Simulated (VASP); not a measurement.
# NaI (Pm-3m) in VASP: single point with r2SCAN

Aim: the single point of NaI with r2SCAN.

All numbers are computed with VASP 6.6.1; they aren't measurements. Logs are shortened: lines on timing, memory, paths and dates and some standing lists are left out, and cuts for length are marked.

## (1) The cell of the first run

It takes space group Pm-3m (No. 221, cubic). The conventional cell has a = 4.078 Å, b = 4.078 Å, c = 4.078 Å, α = 90.00°, β = 90.00°, γ = 90.00°. Within 4.6 Å of Na (site symmetry m-3m) lie 8 I at 3.53 Å and 6 Na at 4.08 Å. I (site symmetry m-3m) has 8 Na at 3.53 Å and 6 I at 4.08 Å within 4.6 Å.

## (2) Single point, r2SCAN

Contents of POSCAR:

```
NaI
1.0
   -1.3592028286      2.7184056573      2.7184056573
    2.7184056573     -1.3592028286      2.7184056573
    2.7184056573      2.7184056573     -1.3592028286
Na I
1 1
Direct
    0.0000000000      0.0000000000      0.0000000000
    0.5000000000      0.5000000000      0.5000000000
```

Contents of INCAR.step1:

```
PREC = Accurate
ENCUT = 520
ISMEAR = 0
SIGMA = 0.05
LREAL = F
LASPH = T
NELM = 100
NBANDS = 14
GGA = PE
ALGO = Normal
EDIFF = 1E-4
LWAVE = T
LCHARG = F
```

Contents of INCAR.step2:

```
PREC = Accurate
ENCUT = 520
EDIFF = 1E-6
ISMEAR = 0
SIGMA = 0.05
LREAL = F
LASPH = T
NELM = 100
ALGO = Normal
ISIF = 2
LWAVE = F
LCHARG = F
METAGGA = R2SCAN
LMIXTAU = T
NBANDS = 14
ISTART = 1
```

Contents of KPOINTS:

```
Automatic mesh
0
Gamma
  8 8 8
```

Potentials or basis: VASP PAW PBE potentials, release 64 (Na_pv, I).

On the command line:

```sh
cat potpaw_PBE.64/Na_pv/POTCAR potpaw_PBE.64/I/POTCAR > POTCAR
cp INCAR.step1 INCAR
mpirun -np 1 vasp_std > vasp.out
cp INCAR.step2 INCAR
mpirun -np 1 vasp_std > vasp.out
```

OUTCAR:

```text
PREC = Accurate
   ENCUT = 520
   EDIFF = 1E-6
   ISMEAR = 0
   LREAL = F
   LASPH = T
   NELM = 100
   ISIF = 2
   METAGGA = R2SCAN
   ISTART = 1

 ion  position               nearest neighbor table
   1  0.000  0.000  0.000-
   2  0.500  0.500  0.500-

  LATTYP: Found a simple cubic cell.
 ALAT       =     4.0776084859

  Lattice vectors:

 A1 = (  -1.3592028286,   2.7184056573,   2.7184056573)
 A2 = (   2.7184056573,  -1.3592028286,   2.7184056573)
 A3 = (   2.7184056573,   2.7184056573,  -1.3592028286)

Analysis of symmetry for initial positions (statically):
=====================================================================
 Subroutine PRICEL returns:
 Original cell was already a primitive cell.

 Routine SETGRP: Setting up the symmetry group for a
 simple cubic supercell.

 Subroutine GETGRP returns: Found 48 space group operations
 (whereof 48 operations were pure point group operations)
 out of a pool of 48 trial point group operations.

The static configuration has the point symmetry O_h .

Analysis of symmetry for dynamics (positions and initial velocities):
=====================================================================
 Subroutine PRICEL returns:
 Original cell was already a primitive cell.

 Routine SETGRP: Setting up the symmetry group for a
 simple cubic supercell.

 Subroutine GETGRP returns: Found 48 space group operations
 (whereof 48 operations were pure point group operations)
 out of a pool of 48 trial point group operations.

The dynamic configuration has the point symmetry O_h .

 Subroutine INISYM returns: Found 48 space group operations
 (whereof 48 operations are pure point group operations),
 and found     1 'primitive' translations

----------------------------------------------------------------------------------------

                                     Primitive cell

  volume of cell :      67.7980

  direct lattice vectors                    reciprocal lattice vectors
    -1.359202829  2.718405657  2.718405657    -0.081747263  0.163494526  0.163494526
     2.718405657 -1.359202829  2.718405657     0.163494526 -0.081747263  0.163494526
     2.718405657  2.718405657 -1.359202829     0.163494526  0.163494526 -0.081747263

  length of vectors
     4.077608486  4.077608486  4.077608486     0.245241789  0.245241789  0.245241789

  position of ions in fractional coordinates (direct lattice)
     0.000000000  0.000000000  0.000000000
     0.500000000  0.500000000  0.500000000

  ion indices of the primitive-cell ions
   primitive index   ion index
                 1           1
                 2           2

----------------------------------------------------------------------------------------

 KPOINTS: Automatic mesh

Automatic generation of k-mesh.
 Grid dimensions read from file:
 generate k-points for:    8    8    8

 Generating k-lattice:

  Cartesian coordinates                     Fractional coordinates (reciprocal lattice)
    -0.010218408  0.020436816  0.020436816     0.125000000  0.000000000 -0.000000000
     0.020436816 -0.010218408  0.020436816     0.000000000  0.125000000 -0.000000000
     0.020436816  0.020436816 -0.010218408    -0.000000000 -0.000000000  0.125000000

  Length of vectors
     0.030655224  0.030655224  0.030655224

  Shift w.r.t. Gamma in fractional coordinates (k-lattice)
     0.000000000  0.000000000  0.000000000

 Subroutine IBZKPT returns following result:
 ===========================================

 Found     35 irreducible k-points:

 Following reciprocal coordinates:
            Coordinates               Weight
  0.000000  0.000000  0.000000      1.000000
  0.125000  0.000000 -0.000000      6.000000
  0.250000  0.000000 -0.000000      6.000000
  0.375000 -0.000000 -0.000000      6.000000
  0.500000  0.000000 -0.000000      3.000000
  0.125000  0.125000  0.000000     12.000000
[... 16 lines left out ...]
  0.375000  0.375000  0.125000     24.000000
  0.500000  0.375000  0.125000     24.000000
 [... further k-points ...]
   k-points           NKPTS =     35   k-points in BZ     NKDIM =     35   number of bands    NBANDS=     14
   number of dos      NEDOS =    301   number of ions     NIONS =      2
   total plane-waves  NPLWV =  27000
   dimension x,y,z NGX =    30 NGY =   30 NGZ =   30
   dimension x,y,z NGXF=    60 NGYF=   60 NGZF=   60
   ions per type =               1   1
   NGX,Y,Z   is equivalent  to a cutoff of  12.23, 12.23, 12.23 a.u.
   NGXF,Y,Z  is equivalent  to a cutoff of  24.46, 24.46, 24.46 a.u.
 SYSTEM =  unknown system
   PREC   = accura    normal or accurate (medium, high low for compatibility)
   ISTART =      1    job   : 0-new  1-cont  2-samecut
   ICHARG =      0    charge: 1-file 2-atom 10-const
   ISPIN  =      1    spin polarized calculation?
   LNONCOLLINEAR =      F non collinear calculations
   LSORBIT =      F    spin-orbit coupling
   LASPH  =      T    aspherical Exc in radial PAW
   ENCUT  =  520.0 eV  38.22 Ry    6.18 a.u.   7.58  7.58  7.58*2*pi/ulx,y,z
   NELM   =    100;   NELMIN=  2; NELMDL=  0     # of ELM steps
   EDIFF  = 0.1E-05   stopping-criterion for ELM
   LREAL  =      F    real-space projection
   EDIFFG = 0.1E-04   stopping-criterion for IOM
   NSW    =      0    number of steps for IOM
   IBRION =     -1    ionic relax: 0-MD 1-quasi-New 2-CG
   NFREE  =      0    steps in history (QN), initial steepest desc. (CG)
   ISIF   =      2    stress and relaxation
   ISYM   =      2    0-nonsym 1-usesym 2-fastsym
   POTIM  = 0.5000    time-step for ionic-motion
   TEBEG  =    0.0;   TEEND  =   0.0 temperature during run
   PSTRESS=    0.0 pullay stress
   NELECT =      14.0000    total number of electrons
   NUPDOWN=      -1.0000    fix difference up-down
   EMIN   =  10.00;   EMAX   =-10.00  energy-range for DOS
   EFERMI =   0.00;   METHOD = LEGACY
   ISMEAR =     0;   SIGMA  =   0.05  broadening in eV -4-tet -1-fermi 0-gaus
   EFERMI_NEDOS =   21; number of points for ismear=-14 and -15
   IALGO  =     38    algorithm
   IMIX   =      4    mixing-type and parameters
     AMIX     =   0.40;   BMIX     =  1.00
     AMIX_MAG =   1.60;   BMIX_MAG =  1.00
  volume/ion in A,a.u.               =      33.90       228.76
  Fermi-wavevector in a.u.,A,eV,Ry     =   0.967636  1.828567 12.739397  0.936319
  Thomas-Fermi vector in A             =   2.097538
   LORBIT       =      0    0 simple, 1 ext, 2 COOP (PROOUT), +10 PAW based schemes
   METAGGA = R2SCAN    functional components
   LHFCALC =     F    Hartree Fock is set to
   AEXX    =    0.0000 exact exchange contribution
   IVDW    =     0    specifies the selected vdW correction
   LEPSILON=     F    determine dielectric tensor
   LRPA    =     F    only Hartree local field effects (RPA)
 non-spin polarized calculation
 Gauss-broadening in eV      SIGMA  =   0.05
  energy-cutoff  :      520.00
  volume of cell :       67.80
 maximum number of plane-waves:      1856
   NGX = 15   NGY = 15   NGZ = 15

 number of electron      13.9999994 magnetization

 Free energy of the ion-electron system (eV)
  ---------------------------------------------------
  ext. energy  EPLUGINS =         0.00000000
  ---------------------------------------------------
  free energy    TOTEN  =       -30.72795689 eV

  energy without entropy =      -30.72795689  energy(sigma->0) =      -30.72795689

 E-fermi :   1.6755     XC(G=0):  -8.0996

 val. band max:        1.4472308761   @ k =   0.5000   0.5000   0.0000
 cond. band min:       4.4722166046   @ k =   0.0000   0.0000   0.0000
 fundamental gap:      3.0249857286
 Fermi energy:         1.6754790515

 k-point     1 :       0.0000    0.0000    0.0000
  band No.  band energies     occupation
      1     -23.1169      2.00000
      2     -23.1169      2.00000
      3     -23.1169      2.00000
      4     -10.6236      2.00000
      5       0.8104      2.00000
      6       0.8104      2.00000
      7       0.8104      2.00000
      8       4.4722      0.00000
      9       7.6193      0.00000
     10       7.6193      0.00000
     11      13.5137      0.00000
     12      13.5137      0.00000
     13      13.5137      0.00000
     14      13.8388      0.00000

 k-point     2 :       0.1250    0.0000   -0.0000
  band No.  band energies     occupation
      1     -23.1178      2.00000
      2     -23.1168      2.00000
      3     -23.1168      2.00000
      4     -10.5796      2.00000
      5       0.2723      2.00000
      6       0.8535      2.00000
      7       0.8535      2.00000
      8       4.8905      0.00000
      9       7.7502      0.00000
     10       8.0880      0.00000
     11      12.2998      0.00000
     12      12.2998      0.00000
     13      12.9584      0.00000
     14      13.9483      0.00000

 k-point     3 :       0.2500    0.0000   -0.0000
  band No.  band energies     occupation
      1     -23.1202      2.00000
      2     -23.1166      2.00000
      3     -23.1166      2.00000
      4     -10.4686      2.00000
      5      -0.6891      2.00000
      6       0.9620      2.00000
      7       0.9620      2.00000
      8       5.6129      0.00000
      9       8.1344      0.00000
     10       8.9779      0.00000
     11      11.0708      0.00000
     12      11.0708      0.00000
     13      12.4830      0.00000
     14      12.9158      0.00000
[... 324 lines left out ...]
 k-point    23 :       0.3750    0.3750    0.1250
  band No.  band energies     occupation
      1     -23.1216      2.00000
      2     -23.1215      2.00000
      3     -23.1168      2.00000
      4     -10.0670      2.00000
      5      -0.9248      2.00000
      6      -0.8152      2.00000
      7       0.9441      2.00000
      8       5.6873      0.00000
      9       8.3695      0.00000
     10       9.0341      0.00000
     11       9.9533      0.00000
     12      12.2349      0.00000
     13      12.3969      0.00000
     14      13.3514      0.00000

 k-point    24 :       0.5000    0.3750    0.1250
  band No.  band energies     occupation
      1     -23.1224      2.00000
      2     -23.1214      2.00000
      3     -23.1167      2.00000
      4     -10.0216      2.00000
      5      -1.1264      2.00000
      6      -0.7694      2.00000
      7       1.0025      2.00000
      8       5.3531      0.00000
      9       8.6707      0.00000
     10       8.7733      0.00000
     11      10.0101      0.00000
     12      12.3081      0.00000
     13      12.5057      0.00000
     14      12.9018      0.00000

 [... further k-points ...]

------------------------ aborting loop because EDIFF is reached ----------------------------------------

  FORCE on cell =-STRESS in cart. coord.  units (eV):
  Direction    XX          YY          ZZ          XY          YZ          ZX
  --------------------------------------------------------------------------------------
  -------------------------------------------------------------------------------------
  Total       -0.2352302     -0.2352302     -0.2352302     -0.0000000     -0.0000000     -0.0000000
  in kB       -5.5588779     -5.5588779     -5.5588779     -0.0000000     -0.0000000     -0.0000000
  external PRESSURE =      -5.5588779 kB  Pullay stress =       0.0000000 kB

 VOLUME and BASIS-vectors are now :
 -----------------------------------------------------------------------------
  energy-cutoff  :      520.00
  volume of cell :       67.80
      direct lattice vectors                 reciprocal lattice vectors
    -1.359202829  2.718405657  2.718405657    -0.081747263  0.163494526  0.163494526
     2.718405657 -1.359202829  2.718405657     0.163494526 -0.081747263  0.163494526
     2.718405657  2.718405657 -1.359202829     0.163494526  0.163494526 -0.081747263

 POSITION                                       TOTAL-FORCE (eV/Angst)
 -----------------------------------------------------------------------------------
      0.00000      0.00000      0.00000         0.000000     -0.000000      0.000000
      2.03880      2.03880      2.03880        -0.000000      0.000000     -0.000000
 -----------------------------------------------------------------------------------
    total drift:                               -0.000000     -0.000000      0.000000

  FREE ENERGIE OF THE ION-ELECTRON SYSTEM (eV)
  ---------------------------------------------------
  free  energy   TOTEN  =       -30.7279568927 eV

  energy  without entropy=      -30.7279568927  energy(sigma->0) =      -30.72795689
```

Wall time 38 s (1 thread of Intel Xeon 6975P-C (Granite Rapids), shared host); peak memory 0.18 GiB.

What came out:

```
Free energy            : -30.7280 eV
Pressure               : -0.6 GPa
Band gap on the k mesh : 3.02 eV (least direct gap 3.42 eV)
```

Levels at points of the mesh, in eV from the valence-band top:
| k point | band 4 | band 5 | band 6 | band 7 | band 8 | band 9 | band 10 | band 11 |
| --- | --- | --- | --- | --- | --- | --- | --- | --- |
| (0.00, 0.00, 0.00) | -12.07 | -0.64 | -0.64 | -0.64 | 3.02 | 6.17 | 6.17 | 12.07 |
| (0.50, 0.00, 0.00) | -11.75 | -3.16 | -0.32 | -0.32 | 5.29 | 7.04 | 7.71 | 8.50 |
| (0.50, 0.50, 0.00) | -11.46 | -2.53 | -2.53 | 0.00 | 3.42 | 7.66 | 8.93 | 8.93 |
| (0.50, 0.50, 0.50) | -11.19 | -2.06 | -2.06 | -2.06 | 4.72 | 4.72 | 4.72 | 7.49 |

Caveat: the PAW data sets were made with another functional, which shifts forces and pressure a little; spin-orbit coupling is left out, which moves the levels of the heavy elements.
